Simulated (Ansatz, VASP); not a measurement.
One calculation of TiO2, two programs

INCAR

```
PREC = Accurate
ENCUT = 520
EDIFF = 1E-7
ISMEAR = -1
SIGMA = 0.05
LREAL = F
LASPH = T
NELM = 150
ALGO = Normal
ISIF = 2
LWAVE = F
LCHARG = T
LMAXMIX = 4
LDAU = T
LDAUTYPE = 2
LDAUL = 2 -1
LDAUU = 5 0
LDAUJ = 0 0
LDAUPRINT = 1
GGA = PE
LELF = T
LVHAR = T
NBANDS = 33
```

The input KPOINTS:

```
Automatic mesh
0
Gamma
  10 10 10
```

Contents of POSCAR:

```
TiO2
1.0
   -1.8921000000      1.8921000000      4.7573000000
    1.8921000000     -1.8921000000      4.7573000000
    1.8921000000      1.8921000000     -4.7573000000
Ti O
2 4
Direct
    0.7500000000      0.2500000000      0.5000000000
    0.0000000000      0.0000000000      0.0000000000
    0.7919000000      0.7919000000      0.0000000000
    0.5419000000      0.0419000000      0.5000000000
    0.9581000000      0.4581000000      0.5000000000
    0.2081000000      0.2081000000      0.0000000000
```

The input input.yaml:

```yaml
crystal:
  lattice:
    - [-1.8921, 1.8921, 4.7573]
    - [1.8921, -1.8921, 4.7573]
    - [1.8921, 1.8921, -4.7573]
  atoms:
    - { symbol: Ti, position: [0.75, 0.25, 0.5] }
    - { symbol: Ti, position: [0.0, 0.0, 0.0] }
    - { symbol: O, position: [0.7919, 0.7919, 0.0] }
    - { symbol: O, position: [0.5419, 0.0419, 0.5] }
    - { symbol: O, position: [0.9581, 0.4581, 0.5] }
    - { symbol: O, position: [0.2081, 0.2081, 0.0] }
hamiltonian:
  xc: pbe
  pseudopotentials: { kind: paw }
  hubbard: { sites: [{ species: Ti, l: d, u_eff: 5.0 }] }
kpoints:
  mp_grid: { grid: [10, 10, 10] }
scf:
  occupations: { method: fermi_dirac, width: 0.05 }
  n_extra_bands: 15
output:
  forces: true
  stress: true
  eigenvalues: true
  dos: { projected: true, de: 0.05, nscf_kmesh: { grid: [15, 15, 15] } }
```

Alike in both runs: functional PBE; k mesh 10 × 10 × 10; occupations fermi-dirac, width 0.05 eV; no spin polarisation; Hubbard terms Ti d U = 5.0 eV.

|  | VASP | Ansatz |
| --- | --- | --- |
| version | VASP 6.6.1 | Ansatz 0.2.0 |
| potentials or method | VASP PAW PBE potentials, release 64 (Ti_sv, O) | Ansatz PAW |
| plane-wave cutoff (eV) | 520 | 420 |
| valence electrons in the cell | 48 | 48 |
| task | single point | projected density of states |

```tsv
	VASP	Ansatz	Ansatz less VASP
gap on the k mesh at the Fermi level (eV)	2.85	2.81	-0.041
least direct gap on the mesh (eV)	3.22	3.17	-0.051
pressure (GPa)	15.3	9.5	-5.76
traceless stress, the component that is largest in VASP (GPa)	-0.52	0.27	+0.791
rms of the force components (eV/Å)	0.124	0.026	-0.0980
```

The programs project onto different local orbitals, so the same U acts differently, and such runs can settle in different states. Atom by atom the forces differ by 0.098 eV/Å (rms over components).
